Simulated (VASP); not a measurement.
# SnO (Pmn2_1) in VASP: a series of runs

The runs below take SnO through single point, relaxation of cell and atoms, with LDA.

Everything below comes from runs of VASP 6.6.1. Logs are shortened: lines on timing, memory, paths and dates and some standing lists are left out, and cuts for length are marked.

## Step 1: The cell of the first run

The structure is orthorhombic, space group Pmn2_1 (No. 31). The conventional cell has a = 3.292 Å, b = 5.676 Å, c = 3.710 Å, α = 90.00°, β = 90.00°, γ = 90.00°. Sn (site symmetry m) has 3 O at 2.12 to 2.14 Å within 2.8 Å. O (site symmetry m) has 3 Sn at 2.12 to 2.14 Å and 4 O at 2.82 Å within 2.9 Å.

## Step 2: Single point, LDA

File INCAR:

```
SYSTEM = SnO
PREC     = Accurate       ! precision mode
ENCUT    = 520            ! plane-wave cutoff, eV
EDIFF    = 1E-7           ! SCF threshold, eV
ISMEAR   = 0              ! smearing method
SIGMA    = 0.02           ! smearing width, eV
LREAL    = .False.        ! projectors in reciprocal space
LASPH    = .True.         ! aspherical terms in the spheres
NELM     = 100            ! most SCF steps
ALGO     = Normal         ! electronic algorithm
ISIF     = 2              ! what is computed and relaxed
LWAVE    = .False.        ! write WAVECAR
LCHARG   = .False.        ! write CHGCAR
GGA      = CA             ! functional
NBANDS   = 28             ! bands
```

File KPOINTS:

```
regular mesh
0
Gamma
  8 6 6
  0 0 0
```

File POSCAR:

```
SnO
1.0
    3.2918837283      0.0000000000      0.0000000000
    0.0000000000      5.6763105631      0.0000000000
    0.0000000000      0.0000000000      3.7100774918
Sn O
2 2
Direct
    0.0000000000      0.2359180937      0.5344782994
    0.5000000000      0.7640819063      0.0344782994
    0.0000000000      0.8821462513      0.7155227006
    0.5000000000      0.1178537487      0.2155227006
```

Potentials or basis: VASP PAW LDA potentials, release 64 (Sn_d, O).

Run with:

```console
> cat potpaw_LDA.64/Sn_d/POTCAR potpaw_LDA.64/O/POTCAR > POTCAR
> mpirun -np 1 vasp_std > vasp.out
```

OUTCAR:

```text
SYSTEM = SnO
   PREC = Accurate
   ENCUT = 520
   EDIFF = 1E-7
   ISMEAR = 0
   LREAL = .False.
   LASPH = .True.
   NELM = 100
   ISIF = 2
   GGA = CA

 ion  position               nearest neighbor table
   1  0.000  0.236  0.534-   3 2.12   4 2.14   4 2.14   2 3.65   2 3.65   2 3.65   2 3.65
   2  0.500  0.764  0.034-   4 2.12   3 2.14   3 2.14   1 3.65   1 3.65   1 3.65   1 3.65
   3  0.000  0.882  0.716-   1 2.12   2 2.14   2 2.14
   4  0.500  0.118  0.216-   2 2.12   1 2.14   1 2.14

  LATTYP: Found a simple orthorhombic cell.
 ALAT       =     3.2918837283
 B/A-ratio  =     1.1270378294
 C/A-ratio  =     1.7243350712

  Lattice vectors:

 A1 = (  -3.2918837283,   0.0000000000,   0.0000000000)
 A2 = (   0.0000000000,   0.0000000000,   3.7100774918)
 A3 = (   0.0000000000,   5.6763105631,   0.0000000000)

Analysis of symmetry for initial positions (statically):
=====================================================================
 Subroutine PRICEL returns:
 Original cell was already a primitive cell.

 Routine SETGRP: Setting up the symmetry group for a
 simple orthorhombic supercell.

 Subroutine GETGRP returns: Found  4 space group operations
 (whereof  2 operations were pure point group operations)
 out of a pool of  8 trial point group operations.

The static configuration has the point symmetry C_1h.
 The point group associated with its full space group is C_2v.

Analysis of symmetry for dynamics (positions and initial velocities):
=====================================================================
 Subroutine PRICEL returns:
 Original cell was already a primitive cell.

 Routine SETGRP: Setting up the symmetry group for a
 simple orthorhombic supercell.

 Subroutine GETGRP returns: Found  4 space group operations
 (whereof  2 operations were pure point group operations)
 out of a pool of  8 trial point group operations.

The dynamic configuration has the point symmetry C_1h.
 The point group associated with its full space group is C_2v.

 Subroutine INISYM returns: Found  4 space group operations
 (whereof  2 operations are pure point group operations),
 and found     1 'primitive' translations

----------------------------------------------------------------------------------------

                                     Primitive cell

  volume of cell :      69.3256

  direct lattice vectors                    reciprocal lattice vectors
     3.291883728  0.000000000  0.000000000     0.303777436  0.000000000  0.000000000
     0.000000000  5.676310563  0.000000000     0.000000000  0.176170770  0.000000000
     0.000000000  0.000000000  3.710077492     0.000000000  0.000000000  0.269536149

  length of vectors
     3.291883728  5.676310563  3.710077492     0.303777436  0.176170770  0.269536149

  position of ions in fractional coordinates (direct lattice)
     0.000000000  0.235918094  0.534478299
     0.500000000  0.764081906  0.034478299
     0.000000000  0.882146251  0.715522701
     0.500000000  0.117853749  0.215522701

  ion indices of the primitive-cell ions
   primitive index   ion index
                 1           1
                 2           2
                 3           3
                 4           4

----------------------------------------------------------------------------------------

 KPOINTS: regular mesh

Automatic generation of k-mesh.
 Grid dimensions read from file:
 generate k-points for:    8    6    6

 Generating k-lattice:

  Cartesian coordinates                     Fractional coordinates (reciprocal lattice)
     0.037972180  0.000000000  0.000000000     0.125000000  0.000000000  0.000000000
     0.000000000  0.029361795  0.000000000     0.000000000  0.166666667  0.000000000
     0.000000000  0.000000000  0.044922692     0.000000000  0.000000000  0.166666667

  Length of vectors
     0.037972180  0.029361795  0.044922692

  Shift w.r.t. Gamma in fractional coordinates (k-lattice)
     0.000000000  0.000000000  0.000000000

 Subroutine IBZKPT returns following result:
 ===========================================

 Found     80 irreducible k-points:

 Following reciprocal coordinates:
            Coordinates               Weight
  0.000000  0.000000  0.000000      1.000000
  0.125000  0.000000  0.000000      2.000000
  0.250000  0.000000  0.000000      2.000000
  0.375000  0.000000  0.000000      2.000000
  0.500000  0.000000  0.000000      1.000000
  0.000000  0.166667  0.000000      2.000000
[... 16 lines left out ...]
  0.250000  0.000000  0.166667      4.000000
  0.375000  0.000000  0.166667      4.000000
 [... further k-points ...]
   k-points           NKPTS =     80   k-points in BZ     NKDIM =     80   number of bands    NBANDS=     28
   number of dos      NEDOS =    301   number of ions     NIONS =      4
   total plane-waves  NPLWV =  28224
   dimension x,y,z NGX =    24 NGY =   42 NGZ =   28
   dimension x,y,z NGXF=    48 NGYF=   84 NGZF=   56
   ions per type =               2   2
   NGX,Y,Z   is equivalent  to a cutoff of  12.12, 12.30, 12.55 a.u.
   NGXF,Y,Z  is equivalent  to a cutoff of  24.24, 24.60, 25.09 a.u.
 SYSTEM =  SnO
   PREC   = accura    normal or accurate (medium, high low for compatibility)
   ISTART =      0    job   : 0-new  1-cont  2-samecut
   ICHARG =      2    charge: 1-file 2-atom 10-const
   ISPIN  =      1    spin polarized calculation?
   LNONCOLLINEAR =      F non collinear calculations
   LSORBIT =      F    spin-orbit coupling
   LASPH  =      T    aspherical Exc in radial PAW
   ENCUT  =  520.0 eV  38.22 Ry    6.18 a.u.   6.12 10.55  6.90*2*pi/ulx,y,z
   NELM   =    100;   NELMIN=  2; NELMDL= -5     # of ELM steps
   EDIFF  = 0.1E-06   stopping-criterion for ELM
   LREAL  =      F    real-space projection
   EDIFFG = 0.1E-05   stopping-criterion for IOM
   NSW    =      0    number of steps for IOM
   IBRION =     -1    ionic relax: 0-MD 1-quasi-New 2-CG
   NFREE  =      0    steps in history (QN), initial steepest desc. (CG)
   ISIF   =      2    stress and relaxation
   ISYM   =      2    0-nonsym 1-usesym 2-fastsym
   POTIM  = 0.5000    time-step for ionic-motion
   TEBEG  =    0.0;   TEEND  =   0.0 temperature during run
   PSTRESS=    0.0 pullay stress
   NELECT =      40.0000    total number of electrons
   NUPDOWN=      -1.0000    fix difference up-down
   EMIN   =  10.00;   EMAX   =-10.00  energy-range for DOS
   EFERMI =   0.00;   METHOD = LEGACY
   ISMEAR =     0;   SIGMA  =   0.02  broadening in eV -4-tet -1-fermi 0-gaus
   EFERMI_NEDOS =   21; number of points for ismear=-14 and -15
   IALGO  =     38    algorithm
   IMIX   =      4    mixing-type and parameters
     AMIX     =   0.40;   BMIX     =  1.00
     AMIX_MAG =   1.60;   BMIX_MAG =  1.00
  volume/ion in A,a.u.               =      17.33       116.96
  Fermi-wavevector in a.u.,A,eV,Ry     =   1.362899  2.575505 25.272730  1.857493
  Thomas-Fermi vector in A             =   2.489349
   LORBIT       =      0    0 simple, 1 ext, 2 COOP (PROOUT), +10 PAW based schemes
   GGA     = CA    functional components
   LHFCALC =     F    Hartree Fock is set to
   AEXX    =    0.0000 exact exchange contribution
   IVDW    =     0    specifies the selected vdW correction
   LEPSILON=     F    determine dielectric tensor
   LRPA    =     F    only Hartree local field effects (RPA)
 non-spin polarized calculation
 Gauss-broadening in eV      SIGMA  =   0.02
  energy-cutoff  :      520.00
  volume of cell :       69.33
 maximum number of plane-waves:      1892
   NGX = 13   NGY = 21   NGZ = 13

 number of electron      39.9999987 magnetization

 Free energy of the ion-electron system (eV)
  ---------------------------------------------------
  ext. energy  EPLUGINS =         0.00000000
  ---------------------------------------------------
  free energy    TOTEN  =       -25.30321187 eV

  energy without entropy =      -25.30321187  energy(sigma->0) =      -25.30321187

 E-fermi :   6.3296     XC(G=0): -10.7563

 val. band max:        6.2200523562   @ k =   0.0000   0.0000   0.0000
 cond. band min:       7.3891210123   @ k =   0.3750   0.5000   0.0000
 fundamental gap:      1.1690686562
 Fermi energy:         6.3296396239

 k-point     1 :       0.0000    0.0000    0.0000
  band No.  band energies     occupation
      1     -15.0650      2.00000
      2     -14.6939      2.00000
      3     -14.6186      2.00000
      4     -14.5453      2.00000
      5     -14.5207      2.00000
      6     -14.5166      2.00000
[... 20 lines left out ...]
     27      15.4809      0.00000
     28      16.0901      0.00000

 k-point     2 :       0.1250    0.0000    0.0000
  band No.  band energies     occupation
      1     -15.0555      2.00000
      2     -14.6834      2.00000
      3     -14.6065      2.00000
      4     -14.5966      2.00000
      5     -14.5272      2.00000
      6     -14.5157      2.00000
[... 20 lines left out ...]
     27      15.5470      0.00000
     28      16.3124      0.00000

 k-point     3 :       0.2500    0.0000    0.0000
  band No.  band energies     occupation
      1     -15.0434      2.00000
      2     -14.7927      2.00000
      3     -14.5738      2.00000
      4     -14.5715      2.00000
      5     -14.5434      2.00000
      6     -14.5202      2.00000
[... 20 lines left out ...]
     27      15.5099      0.00000
     28      16.3545      0.00000

 k-point     4 :       0.3750    0.0000    0.0000
  band No.  band energies     occupation
      1     -15.0386      2.00000
      2     -14.9294      2.00000
      3     -14.5488      2.00000
      4     -14.5381      2.00000
      5     -14.5349      2.00000
      6     -14.5205      2.00000
[... 20 lines left out ...]
     27      15.8545      0.00000
     28      16.6035      0.00000

 k-point     5 :       0.5000    0.0000    0.0000
  band No.  band energies     occupation
      1     -15.0113      2.00000
      2     -15.0113      2.00000
      3     -14.5455      2.00000
      4     -14.5455      2.00000
      5     -14.5183      2.00000
      6     -14.5183      2.00000
[... 20 lines left out ...]
     27      16.7770      0.00000
     28      16.7770      0.00000

 k-point     6 :       0.0000    0.1667    0.0000
  band No.  band energies     occupation
      1     -15.0617      2.00000
      2     -14.6959      2.00000
      3     -14.6165      2.00000
      4     -14.5443      2.00000
      5     -14.5218      2.00000
      6     -14.5175      2.00000
[... 463 lines left out ...]
      5     -14.5320      2.00000
      6     -14.5255      2.00000
[... 20 lines left out ...]
     27      15.4293      0.00000
     28      17.2180      0.00000

 k-point    22 :       0.1250    0.0000    0.1667
  band No.  band energies     occupation
      1     -15.0435      2.00000
      2     -14.7329      2.00000
      3     -14.5914      2.00000
      4     -14.5906      2.00000
      5     -14.5349      2.00000
      6     -14.5186      2.00000
[... 20 lines left out ...]
     27      15.6872      0.00000
     28      17.8052      0.00000

 k-point    23 :       0.2500    0.0000    0.1667
  band No.  band energies     occupation
      1     -15.0421      2.00000
      2     -14.8355      2.00000
      3     -14.5676      2.00000
      4     -14.5628      2.00000
      5     -14.5452      2.00000
      6     -14.5190      2.00000
[... 20 lines left out ...]
     27      15.5963      0.00000
     28      17.6479      0.00000

 k-point    24 :       0.3750    0.0000    0.1667
  band No.  band energies     occupation
      1     -15.0507      2.00000
      2     -14.9607      2.00000
      3     -14.5558      2.00000
      4     -14.5455      2.00000
      5     -14.5229      2.00000
      6     -14.5081      2.00000
[... 20 lines left out ...]
     27      15.8244      0.00000
     28      17.0674      0.00000

 [... further k-points ...]

------------------------ aborting loop because EDIFF is reached ----------------------------------------

  FORCE on cell =-STRESS in cart. coord.  units (eV):
  Direction    XX          YY          ZZ          XY          YZ          ZX
  --------------------------------------------------------------------------------------
  -------------------------------------------------------------------------------------
  Total        0.1848523      0.2171957      0.1144892      0.0000000      0.0000000      0.0000000
  in kB        4.2721030      5.0195893      2.6459501      0.0000000      0.0000000      0.0000000
  external PRESSURE =       3.9792141 kB  Pullay stress =       0.0000000 kB

 VOLUME and BASIS-vectors are now :
 -----------------------------------------------------------------------------
  energy-cutoff  :      520.00
  volume of cell :       69.33
      direct lattice vectors                 reciprocal lattice vectors
     3.291883728  0.000000000  0.000000000     0.303777436  0.000000000  0.000000000
     0.000000000  5.676310563  0.000000000     0.000000000  0.176170770  0.000000000
     0.000000000  0.000000000  3.710077492     0.000000000  0.000000000  0.269536149

 POSITION                                       TOTAL-FORCE (eV/Angst)
 -----------------------------------------------------------------------------------
      0.00000      1.33914      1.98296         0.000000      0.109585      0.034717
      1.64594      4.33717      0.12792         0.000000     -0.109585      0.034717
      0.00000      5.00734      2.65464         0.000000      0.004108     -0.034717
      1.64594      0.66897      0.79961         0.000000     -0.004108     -0.034717
 -----------------------------------------------------------------------------------
    total drift:                                0.000000      0.000000      0.000072

  FREE ENERGIE OF THE ION-ELECTRON SYSTEM (eV)
  ---------------------------------------------------
  free  energy   TOTEN  =       -25.3032118688 eV

  energy  without entropy=      -25.3032118688  energy(sigma->0) =      -25.30321187
```

Run time: 53 s. Hardware: 1 thread of Intel Xeon 6975P-C (Granite Rapids), shared host; peak memory 0.23 GiB.

Results:

| Quantity | Value |
| --- | --- |
| Free energy | -25.3032 eV |
| Pressure | 0.4 GPa |
| Largest force | 0.115 eV/Å |
| Band gap on the k mesh | 1.17 eV (least direct gap 1.81 eV) |

Forces on the atoms (eV/Å):
```
Sn   0.000  0.110  0.035
Sn   0.000 -0.110  0.035
O    0.000  0.004 -0.035
O    0.000 -0.004 -0.035
```

Stress tensor (GPa, compression positive):
```
0.43 0.00 0.00
0.00 0.50 0.00
0.00 0.00 0.26
```

Caveat: spin-orbit coupling is left out, which moves the levels of the heavy elements.

## Step 3: Relaxation of cell and atoms, LDA

This run uses another cell than the first one, of 18.73 Å³/atom.

File INCAR:

```
SYSTEM = SnO
PREC = Accurate
ENCUT = 600
EDIFF = 1E-6
ISMEAR = 0
SIGMA = 0.02
LREAL = .FALSE.
LASPH = .TRUE.
NELM = 100
ALGO = Normal
ISIF = 3
LWAVE = .FALSE.
LCHARG = .FALSE.
GGA = CA
IBRION = 2
NSW = 70
EDIFFG = -0.005
```

File KPOINTS:

```
Automatic mesh
0
G
  8 6 6
  0 0 0
```

File POSCAR:

```
SnO
1.0
    3.3456675442      0.0000000000      0.0000000000
    0.0000000000      5.7118506765      0.0000000000
    0.0000000000      0.0000000000      3.9213719742
Sn O
2 2
Direct
    0.0000000000      0.2347372350      0.5269391839
    0.5000000000      0.7652627650      0.0269391839
    0.0000000000      0.8833580930      0.7230618161
    0.5000000000      0.1166419070      0.2230618161
```

Potentials or basis: VASP PAW LDA potentials, release 64 (Sn_d, O).

Run with:

```console
> cat potpaw_LDA.64/Sn_d/POTCAR potpaw_LDA.64/O/POTCAR > POTCAR
> mpirun -np 1 vasp_std > vasp.out
```

Run time: 16 min. Hardware: 1 thread of Intel Xeon 6975P-C (Granite Rapids), shared host; peak memory 0.32 GiB.

The run converged. Its results:

```yaml
Free_energy: -25.3167 eV
Relaxed_volume: 17.15 Å³/atom
Relaxed_cell: a = 3.294 Å, b = 5.672 Å, c = 3.671 Å, α = 90.00°, β = 90.00°, γ = 90.00°
Space_group_after_relaxing_to_0.1_Å: Pmn2_1 (No. 31)
Energy_gained_by_relaxing: 15.6 meV/atom
Ionic_steps: 28
Pressure_after_relaxing: 0.0 GPa
Band_gap_on_the_k_mesh: 1.13 eV (least direct gap 1.78 eV)
```

Step by step:
```
step  energy change (eV)  largest force (eV/Å)  pressure (GPa)  volume (Å³)
   1              0.0000                0.5361           -4.32        74.94
   2              0.0099                1.1160            4.83        69.59
   3             -0.0453                0.2010           -0.33        72.31
   4             -0.0505                0.1347           -0.28        71.81
   5             -0.0540                0.0395           -0.16        71.05
   6             -0.0541                0.0343           -0.15        70.93
   7             -0.0557                0.0668           -0.01        70.55
   8             -0.0562                0.1179            0.15        70.20
   9             -0.0572                0.1049            0.00        70.08
  10             -0.0586                0.0870           -0.46        69.72
  11             -0.0594                0.0558           -0.15        69.38
  12             -0.0596                0.0491            0.07        69.12
  13             -0.0599                0.0463            0.08        69.10
  14             -0.0605                0.0373            0.06        69.04
  15             -0.0614                0.0215            0.00        68.92
  16             -0.0616                0.0476           -0.07        68.67
  17             -0.0618                0.0316           -0.06        68.77
  18             -0.0621                0.0217            0.04        68.60
  19             -0.0622                0.0160            0.12        68.50
  20             -0.0622                0.0692           -0.21        68.64
  21             -0.0623                0.0327           -0.08        68.56
  22             -0.0624                0.0227            0.05        68.53
  23             -0.0624                0.0250            0.08        68.53
  24             -0.0625                0.0065           -0.02        68.62
  25             -0.0625                0.0097           -0.02        68.60
  26             -0.0625                0.0101            0.00        68.60
  27             -0.0625                0.0030            0.04        68.59
  28             -0.0625                0.0017            0.02        68.59
```

Final structure:
```xyz
4
Lattice="3.2943 0.0000 0.0000 0.0000 5.6718 0.0000 0.0000 0.0000 3.6709" Properties=species:S:1:pos:R:3 pbc="T T T"
Sn    0.0000    1.3475    1.9731
Sn    1.6472    4.3243    0.1377
O     0.0000    4.9966    2.6155
O     1.6472    0.6752    0.7801
```

Levels at points of the mesh, in eV from the valence-band top:
| k point | band 17 | band 18 | band 19 | band 20 | band 21 | band 22 | band 23 | band 24 |
| --- | --- | --- | --- | --- | --- | --- | --- | --- |
| (0.00, 0.00, 0.00) | -4.08 | -2.87 | -2.43 | 0.00 | 3.21 | 3.68 | 6.51 | 6.64 |
| (0.50, 0.00, 0.00) | -2.98 | -2.98 | -1.35 | -1.35 | 2.44 | 2.44 | 5.94 | 5.94 |
| (0.00, 0.50, 0.00) | -3.98 | -2.90 | -2.15 | -1.76 | 3.21 | 4.84 | 5.19 | 5.96 |
| (0.50, 0.50, 0.00) | -2.95 | -2.95 | -1.32 | -1.32 | 2.03 | 2.03 | 6.37 | 6.37 |
| (0.00, 0.00, 0.50) | -3.44 | -3.44 | -1.47 | -1.47 | 2.33 | 2.33 | 5.73 | 5.73 |
| (0.50, 0.00, 0.50) | -3.92 | -3.92 | -1.44 | -1.44 | 2.12 | 2.12 | 4.59 | 4.59 |
| (0.00, 0.50, 0.50) | -3.33 | -3.33 | -1.62 | -1.62 | 1.95 | 1.95 | 5.92 | 5.92 |
| (0.50, 0.50, 0.50) | -4.20 | -4.20 | -0.61 | -0.61 | 2.27 | 2.27 | 4.18 | 4.18 |

Caveat: spin-orbit coupling is left out, which moves the levels of the heavy elements. A k mesh can miss the band edges.
